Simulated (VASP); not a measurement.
# SnSe (P4/nmm) in VASP: a series of runs

SnSe is run at these levels: PBE, LDA; tasks: single point.

Everything below comes from runs of VASP 6.6.1. Logs are shortened: lines on timing, memory, paths and dates and some standing lists are left out, and cuts for length are marked.

### 1 The cell of the first run

The typed cell holds 4 atoms: a = 4.219 Å, b = 4.219 Å, c = 5.993 Å, α = 90.00°, β = 90.00°, γ = 90.00°.

### 2 Single point, PBE

Input file INCAR:

```
SYSTEM = SnSe
ALGO = Normal
EDIFF = 1E-6
ENCUT = 500
GGA = PE
GGA_COMPAT = .FALSE.
ISIF = 2
ISMEAR = 1
LASPH = .TRUE.
LCHARG = .FALSE.
LREAL = .FALSE.
LWAVE = .FALSE.
NBANDS = 28
NELM = 120
PREC = Accurate
SIGMA = 0.2
```

Input file KPOINTS:

```
k-points
0
G
  4 4 4
  0 0 0
```

Input file POSCAR:

```
SnSe
1.0
    4.2193393516      0.0000000000      0.0000000000
    0.0000000000      4.2193393516      0.0000000000
    0.0000000000      0.0000000000      5.9930255593
Sn Se
2 2
Direct
    0.5000000000      0.0000000000      0.2500915766
    0.0000000000      0.5000000000      0.7499084234
    0.5000000000      0.0000000000      0.7498972969
    0.0000000000      0.5000000000      0.2501027031
```

Potentials or basis: VASP PAW PBE potentials, release 64 (Sn_d, Se).

The run is started by

```console
cat potpaw_PBE.64/Sn_d/POTCAR potpaw_PBE.64/Se/POTCAR > POTCAR
mpirun -np 1 vasp_std > vasp.out
```

OUTCAR:

```text
SYSTEM = SnSe
   EDIFF = 1E-6
   ENCUT = 500
   GGA = PE
   ISIF = 2
   ISMEAR = 1
   LASPH = .TRUE.
   LREAL = .FALSE.
   NELM = 120
   PREC = Accurate

 ion  position               nearest neighbor table
   1  0.500  0.000  0.250-   4 2.98   4 2.98   4 2.98   4 2.98   3 3.00   3 3.00
   2  0.000  0.500  0.750-   3 2.98   3 2.98   3 2.98   3 2.98   4 3.00   4 3.00
   3  0.500  0.000  0.750-   2 2.98   2 2.98   2 2.98   2 2.98   1 3.00   1 3.00
   4  0.000  0.500  0.250-   1 2.98   1 2.98   1 2.98   1 2.98   2 3.00   2 3.00

  LATTYP: Found a simple tetragonal cell.
 ALAT       =     4.2193393516
 C/A-ratio  =     1.4203705983

  Lattice vectors:

 A1 = (   4.2193393516,   0.0000000000,   0.0000000000)
 A2 = (   0.0000000000,   4.2193393516,   0.0000000000)
 A3 = (   0.0000000000,   0.0000000000,   5.9930255593)

Analysis of symmetry for initial positions (statically):
=====================================================================
 Subroutine PRICEL returns:
 Original cell was already a primitive cell.

 Routine SETGRP: Setting up the symmetry group for a
 simple tetragonal supercell.

 Subroutine GETGRP returns: Found 16 space group operations
 (whereof  8 operations were pure point group operations)
 out of a pool of 16 trial point group operations.

The static configuration has the point symmetry D_2d.
 The point group associated with its full space group is D_4h.

Analysis of symmetry for dynamics (positions and initial velocities):
=====================================================================
 Subroutine PRICEL returns:
 Original cell was already a primitive cell.

 Routine SETGRP: Setting up the symmetry group for a
 simple tetragonal supercell.

 Subroutine GETGRP returns: Found 16 space group operations
 (whereof  8 operations were pure point group operations)
 out of a pool of 16 trial point group operations.

The dynamic configuration has the point symmetry D_2d.
 The point group associated with its full space group is D_4h.

 Subroutine INISYM returns: Found 16 space group operations
 (whereof  8 operations are pure point group operations),
 and found     1 'primitive' translations

----------------------------------------------------------------------------------------

                                     Primitive cell

  volume of cell :     106.6928

  direct lattice vectors                    reciprocal lattice vectors
     4.219339352  0.000000000  0.000000000     0.237003928  0.000000000  0.000000000
     0.000000000  4.219339352  0.000000000     0.000000000  0.237003928  0.000000000
     0.000000000  0.000000000  5.993025559     0.000000000  0.000000000  0.166860627

  length of vectors
     4.219339352  4.219339352  5.993025559     0.237003928  0.237003928  0.166860627

  position of ions in fractional coordinates (direct lattice)
     0.500000000  0.000000000  0.250091577
     0.000000000  0.500000000  0.749908423
     0.500000000  0.000000000  0.749897297
     0.000000000  0.500000000  0.250102703

  ion indices of the primitive-cell ions
   primitive index   ion index
                 1           1
                 2           2
                 3           3
                 4           4

----------------------------------------------------------------------------------------

 KPOINTS: k-points

Automatic generation of k-mesh.
 Grid dimensions read from file:
 generate k-points for:    4    4    4

 Generating k-lattice:

  Cartesian coordinates                     Fractional coordinates (reciprocal lattice)
     0.059250982  0.000000000  0.000000000     0.250000000  0.000000000  0.000000000
     0.000000000  0.059250982  0.000000000     0.000000000  0.250000000  0.000000000
     0.000000000  0.000000000  0.041715157     0.000000000  0.000000000  0.250000000

  Length of vectors
     0.059250982  0.059250982  0.041715157

  Shift w.r.t. Gamma in fractional coordinates (k-lattice)
     0.000000000  0.000000000  0.000000000

 Subroutine IBZKPT returns following result:
 ===========================================

 Found     18 irreducible k-points:

 Following reciprocal coordinates:
            Coordinates               Weight
  0.000000  0.000000  0.000000      1.000000
  0.250000  0.000000  0.000000      4.000000
  0.500000  0.000000  0.000000      2.000000
  0.250000  0.250000  0.000000      4.000000
  0.500000  0.250000  0.000000      4.000000
  0.500000  0.500000  0.000000      1.000000
[... 10 lines left out ...]
  0.500000  0.250000  0.500000      4.000000
  0.500000  0.500000  0.500000      1.000000
   k-points           NKPTS =     18   k-points in BZ     NKDIM =     18   number of bands    NBANDS=     28
   number of dos      NEDOS =    301   number of ions     NIONS =      4
   total plane-waves  NPLWV =  49152
   dimension x,y,z NGX =    32 NGY =   32 NGZ =   48
   dimension x,y,z NGXF=    64 NGYF=   64 NGZF=   96
   ions per type =               2   2
   NGX,Y,Z   is equivalent  to a cutoff of  12.61, 12.61, 13.32 a.u.
   NGXF,Y,Z  is equivalent  to a cutoff of  25.22, 25.22, 26.63 a.u.
 SYSTEM =  SnSe
   PREC   = accura    normal or accurate (medium, high low for compatibility)
   ISTART =      0    job   : 0-new  1-cont  2-samecut
   ICHARG =      2    charge: 1-file 2-atom 10-const
   ISPIN  =      1    spin polarized calculation?
   LNONCOLLINEAR =      F non collinear calculations
   LSORBIT =      F    spin-orbit coupling
   LASPH  =      T    aspherical Exc in radial PAW
   ENCUT  =  500.0 eV  36.75 Ry    6.06 a.u.   7.69  7.69 10.93*2*pi/ulx,y,z
   NELM   =    120;   NELMIN=  2; NELMDL= -5     # of ELM steps
   EDIFF  = 0.1E-05   stopping-criterion for ELM
   LREAL  =      F    real-space projection
   EDIFFG = 0.1E-04   stopping-criterion for IOM
   NSW    =      0    number of steps for IOM
   IBRION =     -1    ionic relax: 0-MD 1-quasi-New 2-CG
   NFREE  =      0    steps in history (QN), initial steepest desc. (CG)
   ISIF   =      2    stress and relaxation
   ISYM   =      2    0-nonsym 1-usesym 2-fastsym
   POTIM  = 0.5000    time-step for ionic-motion
   TEBEG  =    0.0;   TEEND  =   0.0 temperature during run
   PSTRESS=    0.0 pullay stress
   NELECT =      40.0000    total number of electrons
   NUPDOWN=      -1.0000    fix difference up-down
   EMIN   =  10.00;   EMAX   =-10.00  energy-range for DOS
   EFERMI =   0.00;   METHOD = LEGACY
   ISMEAR =     1;   SIGMA  =   0.20  broadening in eV -4-tet -1-fermi 0-gaus
   EFERMI_NEDOS =   21; number of points for ismear=-14 and -15
   IALGO  =     38    algorithm
   IMIX   =      4    mixing-type and parameters
     AMIX     =   0.40;   BMIX     =  1.00
     AMIX_MAG =   1.60;   BMIX_MAG =  1.00
  volume/ion in A,a.u.               =      26.67       180.00
  Fermi-wavevector in a.u.,A,eV,Ry     =   1.180456  2.230738 18.959398  1.393476
  Thomas-Fermi vector in A             =   2.316748
   LORBIT       =      0    0 simple, 1 ext, 2 COOP (PROOUT), +10 PAW based schemes
   GGA     = PE    functional components
   LHFCALC =     F    Hartree Fock is set to
   AEXX    =    0.0000 exact exchange contribution
   IVDW    =     0    specifies the selected vdW correction
   LEPSILON=     F    determine dielectric tensor
   LRPA    =     F    only Hartree local field effects (RPA)
 non-spin polarized calculation
 Methfessel and Paxton  Order N= 1 SIGMA  =   0.20
  energy-cutoff  :      500.00
  volume of cell :      106.69
 maximum number of plane-waves:      2726
 NGX is ok and might be reduce to    32
   NGX = 15   NGY = 15   NGZ = 21

 number of electron      40.0000002 magnetization

 Free energy of the ion-electron system (eV)
  ---------------------------------------------------
  ext. energy  EPLUGINS =         0.00000000
  ---------------------------------------------------
  free energy    TOTEN  =       -16.42886135 eV

  energy without entropy =      -16.43030934  energy(sigma->0) =      -16.42934401

 E-fermi :   5.9615     XC(G=0):  -9.7117

 val. band max:        5.8049839805   @ k =   0.5000   0.0000   0.5000
 cond. band min:       6.4800157419   @ k =   0.5000   0.0000   0.5000
 fundamental gap:      0.6750317614
 Fermi energy:         5.9615466134

 k-point     1 :       0.0000    0.0000    0.0000
  band No.  band energies     occupation
      1     -15.8105      2.00000
      2     -15.7811      2.00000
      3     -15.7789      2.00000
      4     -15.7784      2.00000
      5     -15.7784      2.00000
      6     -15.7740      2.00000
[... 20 lines left out ...]
     27      11.6418      0.00000
     28      11.6790      0.00000

 k-point     2 :       0.2500    0.0000    0.0000
  band No.  band energies     occupation
      1     -15.8020      2.00000
      2     -15.7805      2.00000
      3     -15.7778      2.00000
      4     -15.7772      2.00000
      5     -15.7754      2.00000
      6     -15.7740      2.00000
[... 20 lines left out ...]
     27      11.2152      0.00000
     28      11.8744      0.00000

 k-point     3 :       0.5000    0.0000    0.0000
  band No.  band energies     occupation
      1     -15.7885      2.00000
      2     -15.7885      2.00000
      3     -15.7788      2.00000
      4     -15.7788      2.00000
      5     -15.7733      2.00000
      6     -15.7733      2.00000
[... 20 lines left out ...]
     27      13.3893      0.00000
     28      13.3957      0.00000

 k-point     4 :       0.2500    0.2500    0.0000
  band No.  band energies     occupation
      1     -15.7994      2.00000
      2     -15.7886      2.00000
      3     -15.7820      2.00000
      4     -15.7742      2.00000
      5     -15.7732      2.00000
      6     -15.7727      2.00000
[... 392 lines left out ...]
     27      13.3995      0.00000
     28      13.4032      0.00000

 k-point    17 :       0.5000    0.2500    0.5000
  band No.  band energies     occupation
      1     -15.7896      2.00000
      2     -15.7896      2.00000
      3     -15.7823      2.00000
      4     -15.7823      2.00000
      5     -15.7726      2.00000
      6     -15.7726      2.00000
[... 20 lines left out ...]
     27      13.0192      0.00000
     28      13.0192      0.00000

 k-point    18 :       0.5000    0.5000    0.5000
  band No.  band energies     occupation
      1     -15.7964      2.00000
      2     -15.7964      2.00000
      3     -15.7775      2.00000
      4     -15.7775      2.00000
      5     -15.7727      2.00000
      6     -15.7727      2.00000
[... 20 lines left out ...]
     27      13.1240      0.00000
     28      13.1249      0.00000

------------------------ aborting loop because EDIFF is reached ----------------------------------------

  FORCE on cell =-STRESS in cart. coord.  units (eV):
  Direction    XX          YY          ZZ          XY          YZ          ZX
  --------------------------------------------------------------------------------------
  -------------------------------------------------------------------------------------
  Total        1.1913722      1.1913722      0.7404470      0.0000000     -0.0000000      0.0000000
  in kB       17.8905216     17.8905216     11.1190975      0.0000000     -0.0000000      0.0000000
  external PRESSURE =      15.6333802 kB  Pullay stress =       0.0000000 kB

 VOLUME and BASIS-vectors are now :
 -----------------------------------------------------------------------------
  energy-cutoff  :      500.00
  volume of cell :      106.69
      direct lattice vectors                 reciprocal lattice vectors
     4.219339352  0.000000000  0.000000000     0.237003928  0.000000000  0.000000000
     0.000000000  4.219339352  0.000000000     0.000000000  0.237003928  0.000000000
     0.000000000  0.000000000  5.993025559     0.000000000  0.000000000  0.166860627

 POSITION                                       TOTAL-FORCE (eV/Angst)
 -----------------------------------------------------------------------------------
      2.10967      0.00000      1.49881        -0.000000      0.000000     -0.000325
      0.00000      2.10967      4.49422         0.000000      0.000000      0.000325
      2.10967      0.00000      4.49415        -0.000000      0.000000      0.000365
      0.00000      2.10967      1.49887         0.000000      0.000000     -0.000365
 -----------------------------------------------------------------------------------
    total drift:                                0.000000      0.000000      0.000000

  FREE ENERGIE OF THE ION-ELECTRON SYSTEM (eV)
  ---------------------------------------------------
  free  energy   TOTEN  =       -16.4288613519 eV

  energy  without entropy=      -16.4303093391  energy(sigma->0) =      -16.42934401
```

It took 30 s on 1 thread of Intel Xeon Platinum 8375C at 2.90GHz (Ice Lake), shared host; peak memory 0.22 GiB.

Results:

* Free energy: -16.4289 eV
* Pressure: 1.6 GPa
* Band gap on the k mesh: 0.68 eV

Stress tensor (GPa, compression positive):
```
1.79 0.00 0.00
0.00 1.79 0.00
0.00 0.00 1.11
```

Caveat: semilocal functionals underestimate gaps, and a narrow one can read as zero; spin-orbit coupling is left out, which moves the levels of the heavy elements.

### 3 Single point, PBE

Input file INCAR:

```
  PREC = Accurate
  ENCUT = 500
  EDIFF = 1E-6
  ISMEAR = 1
  SIGMA = 0.0891
  LREAL = False
  LASPH = True
  NELM = 120
  ALGO = Normal
  ISIF = 2
  LWAVE = False
  LCHARG = False
  GGA = PE
  NBANDS = 28
  GGA_COMPAT = False
```

Input file KPOINTS:

```
regular mesh
0
Gamma
  4 4 4
```

POSCAR is that of step 2.

Potentials or basis: VASP PAW PBE potentials, release 64 (Sn_d, Se).

The run is started by

```console
cat potpaw_PBE.64/Sn_d/POTCAR potpaw_PBE.64/Se/POTCAR > POTCAR
mpirun -np 1 vasp_std > vasp.out
```

Wall time 29 s (1 thread of Intel Xeon Platinum 8375C at 2.90GHz (Ice Lake), shared host); peak memory 0.22 GiB.

It converged, with:

```yaml
Free_energy: -16.4294 eV
Pressure: 1.6 GPa
Band_gap_on_the_k_mesh: 0.68 eV
```

Stress tensor (GPa, compression positive):
```
1.78 0.00 0.00
0.00 1.78 0.00
0.00 0.00 1.12
```

Levels at points of the mesh, in eV from the valence-band top:
```
           k point  band 17  band 18  band 19  band 20  band 21  band 22  band 23  band 24
(0.00, 0.00, 0.00)    -3.72    -2.26    -2.26    -2.22     2.98     4.35     4.46     4.46
(0.50, 0.00, 0.00)    -2.13    -2.13    -0.55    -0.55     1.25     1.25     1.77     1.77
(0.50, 0.50, 0.00)    -3.76    -3.76    -3.71    -3.71     2.97     2.97     5.43     5.43
(0.00, 0.00, 0.50)    -3.07    -3.07    -1.73    -1.72     2.18     2.19     3.89     3.90
(0.50, 0.00, 0.50)    -1.99    -1.99     0.00     0.00     0.67     0.67     1.25     1.25
(0.50, 0.50, 0.50)    -4.84    -4.84    -0.82    -0.82     1.52     1.52     4.83     4.83
```

Caveat: semilocal functionals underestimate gaps, and a narrow one can read as zero; spin-orbit coupling is left out, which moves the levels of the heavy elements. A k mesh can miss the band edges.

### 4 Single point, PBE

Input file INCAR:

```
SYSTEM = SnSe
PREC = Accurate
ENCUT = 500
EDIFF = 1E-6
ISMEAR = 1
SIGMA = 0.5
LREAL = .FALSE.
LASPH = .TRUE.
NELM = 120
ALGO = Normal
ISIF = 2
LWAVE = .FALSE.
LCHARG = .TRUE.
GGA = PE
LELF = .TRUE.
LVHAR = .TRUE.
NBANDS = 28
GGA_COMPAT = .FALSE.
```

Input file KPOINTS:

```
regular mesh
0
G
  4 4 4
  0 0 0
```

POSCAR is that of step 3.

Potentials or basis: VASP PAW PBE potentials, release 64 (Sn_d, Se).

The run is started by

```console
cat potpaw_PBE.64/Sn_d/POTCAR potpaw_PBE.64/Se/POTCAR > POTCAR
mpirun -np 1 vasp_std > vasp.out
```

OUTCAR:

```text
SYSTEM = SnSe
   PREC = Accurate
   ENCUT = 500
   EDIFF = 1E-6
   ISMEAR = 1
   LREAL = .FALSE.
   LASPH = .TRUE.
   NELM = 120
   ISIF = 2
   GGA = PE

 ion  position               nearest neighbor table
   1  0.500  0.000  0.250-   4 2.98   4 2.98   4 2.98   4 2.98   3 3.00   3 3.00
   2  0.000  0.500  0.750-   3 2.98   3 2.98   3 2.98   3 2.98   4 3.00   4 3.00
   3  0.500  0.000  0.750-   2 2.98   2 2.98   2 2.98   2 2.98   1 3.00   1 3.00
   4  0.000  0.500  0.250-   1 2.98   1 2.98   1 2.98   1 2.98   2 3.00   2 3.00

  LATTYP: Found a simple tetragonal cell.
 ALAT       =     4.2193393516
 C/A-ratio  =     1.4203705983

  Lattice vectors:

 A1 = (   4.2193393516,   0.0000000000,   0.0000000000)
 A2 = (   0.0000000000,   4.2193393516,   0.0000000000)
 A3 = (   0.0000000000,   0.0000000000,   5.9930255593)

Analysis of symmetry for initial positions (statically):
=====================================================================
 Subroutine PRICEL returns:
 Original cell was already a primitive cell.

 Routine SETGRP: Setting up the symmetry group for a
 simple tetragonal supercell.

[... 164 lines left out ...]
  energy without entropy =      -16.45453554  energy(sigma->0) =      -16.42864292

 E-fermi :   6.1344     XC(G=0):  -9.7109

 val. band max:        5.8058370221   @ k =   0.5000   0.0000   0.5000
 cond. band min:       6.4818565543   @ k =   0.5000   0.0000   0.5000
 fundamental gap:      0.6760195322
 Fermi energy:         6.1343584468

 k-point     1 :       0.0000    0.0000    0.0000
  band No.  band energies     occupation
      1     -15.8112      2.00000
      2     -15.7799      2.00000
      3     -15.7796      2.00000
      4     -15.7787      2.00000
      5     -15.7787      2.00000
      6     -15.7728      2.00000
[... 547 lines left out ...]
     27      13.1249     -0.00000
     28      13.1258     -0.00000

------------------------ aborting loop because EDIFF is reached ----------------------------------------

  FORCE on cell =-STRESS in cart. coord.  units (eV):
  Direction    XX          YY          ZZ          XY          YZ          ZX
  --------------------------------------------------------------------------------------
  -------------------------------------------------------------------------------------
  Total        1.2580895      1.2580895      0.7083000      0.0000000      0.0000000      0.0000000
  in kB       18.8923971     18.8923971     10.6363535      0.0000000      0.0000000      0.0000000
  external PRESSURE =      16.1403826 kB  Pullay stress =       0.0000000 kB

 VOLUME and BASIS-vectors are now :
 -----------------------------------------------------------------------------
  energy-cutoff  :      500.00
  volume of cell :      106.69
      direct lattice vectors                 reciprocal lattice vectors
     4.219339352  0.000000000  0.000000000     0.237003928  0.000000000  0.000000000
     0.000000000  4.219339352  0.000000000     0.000000000  0.237003928  0.000000000
     0.000000000  0.000000000  5.993025559     0.000000000  0.000000000  0.166860627

 POSITION                                       TOTAL-FORCE (eV/Angst)
 -----------------------------------------------------------------------------------
      2.10967      0.00000      1.49881        -0.000000      0.000000     -0.000362
      0.00000      2.10967      4.49422         0.000000     -0.000000      0.000362
      2.10967      0.00000      4.49415        -0.000000      0.000000      0.000555
      0.00000      2.10967      1.49887         0.000000     -0.000000     -0.000555
 -----------------------------------------------------------------------------------
    total drift:                                0.000000      0.000000      0.000000

  FREE ENERGIE OF THE ION-ELECTRON SYSTEM (eV)
  ---------------------------------------------------
  free  energy   TOTEN  =       -16.4156966180 eV

  energy  without entropy=      -16.4545355358  energy(sigma->0) =      -16.42864292
```

It took 34 s on 1 thread of Intel Xeon Platinum 8375C at 2.90GHz (Ice Lake), shared host; peak memory 0.22 GiB.

What came out:

| Item | Value |
| --- | --- |
| Free energy | -16.4157 eV |
| Pressure | 1.6 GPa |
| Band gap on the k mesh | 0.68 eV |

Stress tensor (GPa, compression positive):
```
1.89 0.00 0.00
0.00 1.89 0.00
0.00 0.00 1.06
```

Caveat: so wide a smearing shifts energies and pressures; semilocal functionals underestimate gaps, and a narrow one can read as zero; spin-orbit coupling is left out, which moves the levels of the heavy elements.

(Continued in part 2 of 2.)
